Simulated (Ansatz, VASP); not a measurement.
## GaSb3: VASP beside Ansatz

```xyz
4
Lattice="0.0000 3.6871 3.4953 3.6871 0.0000 3.4953 3.6871 3.6871 0.0000" Properties=species:S:1:pos:R:3 pbc="T T T"
Ga    0.0000    0.0000    0.0000
Sb    1.8435    1.8435    1.7477
Sb    5.5306    5.5306    5.2430
Sb    3.6871    3.6871    3.4953
```

Alike in both runs: task single point; functional LDA; k mesh 10 × 10 × 10; occupations gaussian, width 0.15 eV; no spin polarisation.

|  | VASP | Ansatz |
| --- | --- | --- |
| version | VASP 6.6.1 | Ansatz 0.2.0 |
| potentials or method | VASP PAW LDA potentials, release 64 (Ga_d, Sb), cutoff 520 eV | scalar-relativistic, plane waves, PAW |
| valence electrons in the cell | 28 | 58 |

```tsv
	VASP	Ansatz	Ansatz less VASP
gap on the k mesh at the Fermi level (eV)	none	none	-
pressure (GPa)	0.3	0.2	-0.13
traceless stress, the component that is largest in VASP (GPa)	0.88	0.86	-0.022
```

Ansatz warns that its potentials were made for another functional, while VASP's fit it. LDA's correlation is that of Perdew and Zunger in VASP and of Perdew and Wang (1992) in Ansatz. A gap of «none» marks a metal or a gap that the smearing closes. VASP's potentials hold 28 valence electrons a cell and Ansatz's 58, so a difference there can come from the potentials and not from the codes.

Neither program's run includes spin-orbit coupling.
